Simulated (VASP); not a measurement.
# Co (P6_3/mmc) in VASP: relaxation of cell and atoms with LDA

Aim: the relaxation of cell and atoms of Co with LDA.

Everything below comes from runs of VASP 6.6.1. Logs are shortened: lines on timing, memory, paths and dates and some standing lists are left out, and cuts for length are marked.

## 1. The cell of the first run

It takes space group P6_3/mmc (No. 194, hexagonal). Conventional cell: a = 2.040 Å, b = 2.040 Å, c = 3.306 Å, α = 90.00°, β = 90.00°, γ = 120.00°. Within 2.7 Å of Co (site symmetry -6m2) lie 12 Co at 2.03 to 2.04 Å.

## 2. Relaxation of cell and atoms, LDA, collinear spin, ferromagnetic start, target pressure 450 GPa, at which the enthalpy is minimised

INCAR

```
  PREC = Accurate
  ENCUT = 600
  EDIFF = 1E-6
  ISMEAR = -1
  SIGMA = 0.1
  LREAL = False
  LASPH = True
  NELM = 150
  ALGO = Normal
  ISIF = 3
  LWAVE = False
  LCHARG = False
  ISPIN = 2
  MAGMOM = 1.7 1.7
  LORBIT = 11
  LMAXMIX = 4
  IBRION = 2
  NSW = 32
  EDIFFG = -0.005
  PSTRESS = 4500.0
```

KPOINTS

```
regular mesh
0
Gamma
  21 21 12
```

POSCAR

```
Co
1.0
    2.0403594688      0.0000000000      0.0000000000
   -1.0201797344      1.7670031328      0.0000000000
    0.0000000000      0.0000000000      3.3061983691
Co
2
Direct
    0.3333333333      0.6666666667      0.2500000000
    0.6666666667      0.3333333333      0.7500000000
```

Potentials or basis: VASP PAW LDA potentials, release 64 (Co).

Started as:

```
cat potpaw_LDA.64/Co/POTCAR > POTCAR
mpirun -np 1 vasp_std > vasp.out
```

OUTCAR:

```text
PREC = Accurate
   ENCUT = 600
   EDIFF = 1E-6
   ISMEAR = -1
   LREAL = False
   LASPH = True
   NELM = 150
   ISIF = 3
   ISPIN = 2
   LORBIT = 11
   IBRION = 2
   NSW = 32
   EDIFFG = -0.005
   PSTRESS = 4500.0

 ion  position               nearest neighbor table
   1  0.333  0.667  0.250-   2 2.03   2 2.03   2 2.03   2 2.03   2 2.03   2 2.03   2 2.88   2 2.88
                             2 2.88   2 2.88   2 2.88   2 2.88
   2  0.667  0.333  0.750-   1 2.03   1 2.03   1 2.03   1 2.03   1 2.03   1 2.03   1 2.88   1 2.88
                             1 2.88   1 2.88   1 2.88   1 2.88

  LATTYP: Found a hexagonal cell.
 ALAT       =     2.0403594688
 C/A-ratio  =     1.6203999441

  Lattice vectors:

 A1 = (   2.0403594688,   0.0000000000,   0.0000000000)
 A2 = (  -1.0201797344,   1.7670031328,   0.0000000000)
 A3 = (   0.0000000000,   0.0000000000,   3.3061983691)

Analysis of symmetry for initial positions (statically):
=====================================================================
 Subroutine PRICEL returns:
 Original cell was already a primitive cell.

 Routine SETGRP: Setting up the symmetry group for a
 hexagonal supercell.

 Subroutine GETGRP returns: Found 24 space group operations
 (whereof 12 operations were pure point group operations)
 out of a pool of 24 trial point group operations.

The static configuration has the point symmetry D_3d.
 The point group associated with its full space group is D_6h.

Analysis of symmetry for dynamics (positions and initial velocities):
=====================================================================
 Subroutine PRICEL returns:
 Original cell was already a primitive cell.

 Routine SETGRP: Setting up the symmetry group for a
 hexagonal supercell.

 Subroutine GETGRP returns: Found 24 space group operations
 (whereof 12 operations were pure point group operations)
 out of a pool of 24 trial point group operations.

The dynamic configuration has the point symmetry D_3d.
 The point group associated with its full space group is D_6h.

Analysis of structural, dynamic, and magnetic symmetry:
=====================================================================
 Subroutine PRICEL returns:
 Original cell was already a primitive cell.

 Routine SETGRP: Setting up the symmetry group for a
 hexagonal supercell.

 Subroutine GETGRP returns: Found 24 space group operations
 (whereof 12 operations were pure point group operations)
 out of a pool of 24 trial point group operations.

The overall configuration has the point symmetry D_3d.
 The point group associated with its full space group is D_6h.

 Subroutine INISYM returns: Found 24 space group operations
 (whereof 12 operations are pure point group operations),
 and found     1 'primitive' translations

----------------------------------------------------------------------------------------

                                     Primitive cell

  volume of cell :      11.9199

  direct lattice vectors                    reciprocal lattice vectors
     2.040359469  0.000000000  0.000000000     0.490109716  0.282964977  0.000000000
    -1.020179734  1.767003133  0.000000000     0.000000000  0.565929953  0.000000000
     0.000000000  0.000000000  3.306198369     0.000000000  0.000000000  0.302462190

  length of vectors
     2.040359469  2.040359469  3.306198369     0.565929953  0.565929953  0.302462190

  position of ions in fractional coordinates (direct lattice)
     0.333333333  0.666666667  0.250000000
     0.666666667  0.333333333  0.750000000

  ion indices of the primitive-cell ions
   primitive index   ion index
                 1           1
                 2           2

----------------------------------------------------------------------------------------

 KPOINTS: regular mesh

Automatic generation of k-mesh.
 Grid dimensions read from file:
 generate k-points for:   21   21   12

 Generating k-lattice:

  Cartesian coordinates                     Fractional coordinates (reciprocal lattice)
     0.023338558  0.013474523  0.000000000     0.047619048 -0.000000000  0.000000000
     0.000000000  0.026949045  0.000000000     0.000000000  0.047619048  0.000000000
     0.000000000  0.000000000  0.025205183     0.000000000  0.000000000  0.083333333

  Length of vectors
     0.026949045  0.026949045  0.025205183

  Shift w.r.t. Gamma in fractional coordinates (k-lattice)
     0.000000000  0.000000000  0.000000000

 Subroutine IBZKPT returns following result:
 ===========================================

 Found    336 irreducible k-points:

 Following reciprocal coordinates:
            Coordinates               Weight
  0.000000  0.000000  0.000000      1.000000
  0.047619  0.000000  0.000000      6.000000
  0.095238  0.000000  0.000000      6.000000
  0.142857  0.000000  0.000000      6.000000
  0.190476  0.000000  0.000000      6.000000
  0.238095  0.000000  0.000000      6.000000
[... 16 lines left out ...]
  0.142857  0.095238  0.000000     12.000000
  0.190476  0.095238  0.000000     12.000000
 [... further k-points ...]
   k-points           NKPTS =    336   k-points in BZ     NKDIM =    336   number of bands    NBANDS=     15
   number of dos      NEDOS =    301   number of ions     NIONS =      2
   total plane-waves  NPLWV =   7168
   dimension x,y,z NGX =    16 NGY =   16 NGZ =   28
   dimension x,y,z NGXF=    32 NGYF=   32 NGZF=   56
   ions per type =               2
   NGX,Y,Z   is equivalent  to a cutoff of  13.04, 13.04, 14.08 a.u.
   NGXF,Y,Z  is equivalent  to a cutoff of  26.07, 26.07, 28.16 a.u.
 SYSTEM =  unknown system
   PREC   = accura    normal or accurate (medium, high low for compatibility)
   ISTART =      0    job   : 0-new  1-cont  2-samecut
   ICHARG =      2    charge: 1-file 2-atom 10-const
   ISPIN  =      2    spin polarized calculation?
   LNONCOLLINEAR =      F non collinear calculations
   LSORBIT =      F    spin-orbit coupling
   LASPH  =      T    aspherical Exc in radial PAW
   ENCUT  =  600.0 eV  44.10 Ry    6.64 a.u.   4.08  4.08  6.60*2*pi/ulx,y,z
   NELM   =    150;   NELMIN=  2; NELMDL= -5     # of ELM steps
   EDIFF  = 0.1E-05   stopping-criterion for ELM
   LREAL  =      F    real-space projection
   EDIFFG = -.5E-02   stopping-criterion for IOM
   NSW    =     32    number of steps for IOM
   IBRION =      2    ionic relax: 0-MD 1-quasi-New 2-CG
   NFREE  =      1    steps in history (QN), initial steepest desc. (CG)
   ISIF   =      3    stress and relaxation
   ISYM   =      2    0-nonsym 1-usesym 2-fastsym
   POTIM  = 0.5000    time-step for ionic-motion
   TEBEG  =    0.0;   TEEND  =   0.0 temperature during run
   PSTRESS= 4500.0 pullay stress
   NELECT =      18.0000    total number of electrons
   NUPDOWN=      -1.0000    fix difference up-down
   EMIN   =  10.00;   EMAX   =-10.00  energy-range for DOS
   EFERMI =   0.00;   METHOD = LEGACY
   ISMEAR =    -1;   SIGMA  =   0.10  broadening in eV -4-tet -1-fermi 0-gaus
   EFERMI_NEDOS =   21; number of points for ismear=-14 and -15
   IALGO  =     38    algorithm
   IMIX   =      4    mixing-type and parameters
     AMIX     =   0.40;   BMIX     =  1.00
     AMIX_MAG =   1.60;   BMIX_MAG =  1.00
  volume/ion in A,a.u.               =       5.96        40.22
  Fermi-wavevector in a.u.,A,eV,Ry     =   1.878198  3.549279 47.996286  3.527628
  Thomas-Fermi vector in A             =   2.922299
   LORBIT       =     11    0 simple, 1 ext, 2 COOP (PROOUT), +10 PAW based schemes
   GGA     = CA    functional components
   LHFCALC =     F    Hartree Fock is set to
   AEXX    =    0.0000 exact exchange contribution
   IVDW    =     0    specifies the selected vdW correction
   LEPSILON=     F    determine dielectric tensor
   LRPA    =     F    only Hartree local field effects (RPA)
 conjugate gradient relaxation of ions
 spin polarized calculation
  energy-cutoff  :      600.00
  volume of cell :       11.92
 maximum number of plane-waves:       409
   NGX =  9   NGY =  9   NGZ = 13

--------------------------------------- Ionic step        1  -------------------------------------------

 number of electron      17.9999999 magnetization      -0.0308778

 number of electron      17.9999999 magnetization       0.0025351

 Free energy of the ion-electron system (eV)
  ---------------------------------------------------
  ext. energy  EPLUGINS =         0.00000000
  ---------------------------------------------------
  free energy    TOTEN  =        -9.61235283 eV

  energy without entropy =       -9.53400759  energy(sigma->0) =       -9.57318021

------------------------ aborting loop because EDIFF is reached ----------------------------------------

  FORCE on cell =-STRESS in cart. coord.  units (eV):
  Direction    XX          YY          ZZ          XY          YZ          ZX
  --------------------------------------------------------------------------------------
  -------------------------------------------------------------------------------------
  Total       33.2945274     33.2945274     33.2537435      0.0000000      0.0000000      0.0000000
  in kB     4475.1801528   4475.1801527   4469.6983067      0.0000000      0.0000000      0.0000000
  external PRESSURE =     -26.6471293 kB  Pullay stress =    4500.0000000 kB
[... 223 lines left out ...]
 number of electron      17.9999999 magnetization      -0.0000356

 number of electron      17.9999999 magnetization       0.0000283

 Free energy of the ion-electron system (eV)
  ---------------------------------------------------
  ext. energy  EPLUGINS =         0.00000000
  ---------------------------------------------------
  free energy    TOTEN  =        -9.56905664 eV

  energy without entropy =       -9.49085740  energy(sigma->0) =       -9.52995702

 E-fermi :  22.5550     XC(G=0): -17.6281

 val. band max:       22.5542191646   @ k =   0.2857   0.0952   0.4167
 cond. band min:      22.5568797299   @ k =   0.3810   0.1429   0.2500
 fundamental gap:      0.0026605653
 Fermi energy:        22.5550470109

 spin component 1

 k-point     1 :       0.0000    0.0000    0.0000
  band No.  band energies     occupation
      1       9.4621      1.00000
      2      12.8394      1.00000
      3      18.0841      1.00000
      4      18.1382      1.00000
      5      18.1382      1.00000
      6      19.0143      1.00000
      7      19.0143      1.00000
      8      19.9439      1.00000
      9      19.9439      1.00000
     10      22.3483      0.88774
     11      22.7184      0.16332
     12      22.7184      0.16332
     13      36.2764      0.00000
     14      48.4497      0.00000
[... 403 lines left out ...]
      4      16.0519      1.00000
      5      18.2665      1.00000
      6      18.2781      1.00000
      7      19.5860      1.00000
      8      19.9367      1.00000
      9      20.6284      1.00000
     10      21.4977      0.99997
     11      23.1032      0.00415
     12      31.0874      0.00000
     13      36.1169      0.00000
     14      43.5130      0.00000
     15      46.9090      0.00000

 [... further k-points ...]

 spin component 2

 k-point     1 :       0.0000    0.0000    0.0000
  band No.  band energies     occupation
      1       9.4621      1.00000
      2      12.8394      1.00000
      3      18.0841      1.00000
      4      18.1382      1.00000
      5      18.1382      1.00000
      6      19.0143      1.00000
      7      19.0143      1.00000
      8      19.9439      1.00000
      9      19.9439      1.00000
     10      22.3483      0.88775
     11      22.7184      0.16333
     12      22.7184      0.16333
     13      36.2764      0.00000
     14      48.4497      0.00000
[... 448 lines left out ...]
  energy  without entropy=       -9.4908574041  energy(sigma->0) =       -9.52995702

  enthalpy is  TOTEN    =        23.8667036948 eV   P V=       33.4357603338

 reached required accuracy - stopping structural energy minimisation

 total charge

# of ion       s       p       d       tot
------------------------------------------
    1        0.860   1.312   8.141  10.312
    2        0.860   1.312   8.141  10.312
--------------------------------------------------
tot          1.719   2.623  16.281  20.624

 magnetization (x)

# of ion       s       p       d       tot
------------------------------------------
    1       -0.000  -0.000  -0.000  -0.000
    2       -0.000  -0.000  -0.000  -0.000
--------------------------------------------------
tot         -0.000  -0.000  -0.000  -0.000
```

Wall time 5.9 min (1 thread of Intel Xeon Platinum 8375C at 2.90GHz (Ice Lake), shared host); peak memory 0.23 GiB.

What came out:

```
Free energy                                                : -9.5691 eV
Relaxed volume                                             : 5.95 Å³/atom
Relaxed cell                                               : a = 2.040 Å, b = 2.040 Å, c = 3.304 Å, α = 90.00°, β = 90.00°, γ = 120.00°
Space group after relaxing (to 0.1 Å)                      : P6_3/mmc (No. 194)
Energy change on relaxing (the run minimises the enthalpy) : +21.6 meV/atom
Ionic steps                                                : 7
Pressure after relaxing                                    : 450.0 GPa
Band gap on the k mesh                                     : zero (filled and empty bands overlap)
Net moment                                                 : 0.00 μB per cell
```

The path:
```
step  energy change (eV)  largest force (eV/Å)  pressure (GPa)  volume (Å³)
   1              0.0000                0.0000          447.34        11.92
   2              0.4904                0.0000          475.93        11.75
   3              0.0447                0.0000          450.17        11.90
   4              0.0422                0.0000          449.82        11.90
   5              0.0436                0.0000          450.05        11.90
   6              0.0429                0.0000          449.98        11.90
   7              0.0433                0.0000          449.99        11.90
```

Final structure:
```
Co
1.0
     2.03972    0.00000    0.00000
    -1.01986    1.76645    0.00000
     0.00000    0.00000    3.30398
Co
2
Direct
  0.33333 0.66667 0.25000
  0.66667 0.33333 0.75000
```

Levels at points of the mesh, in eV from the Fermi level:
Spin up:
```csv
k point,band 7,band 8,band 9,band 10,band 11,band 12
"(0.00, 0.00, 0.00)",-3.54,-2.61,-2.61,-0.21,0.16,0.16
"(0.00, 0.00, 0.50)",-4.55,-4.55,-0.55,-0.55,-0.55,-0.55
```
Spin down:
| k point | band 6 | band 7 | band 8 | band 9 | band 10 | band 11 | band 12 | band 13 |
| --- | --- | --- | --- | --- | --- | --- | --- | --- |
| (0.00, 0.00, 0.00) | -3.54 | -3.54 | -2.61 | -2.61 | -0.21 | 0.16 | 0.16 | 13.72 |
| (0.00, 0.00, 0.50) | -4.55 | -4.55 | -4.55 | -0.55 | -0.55 | -0.55 | -0.55 | 22.56 |

Caveat: the cell is relaxed towards a set pressure, so the run minimises the enthalpy, not the energy; the moments typed at the start vanished in this run.
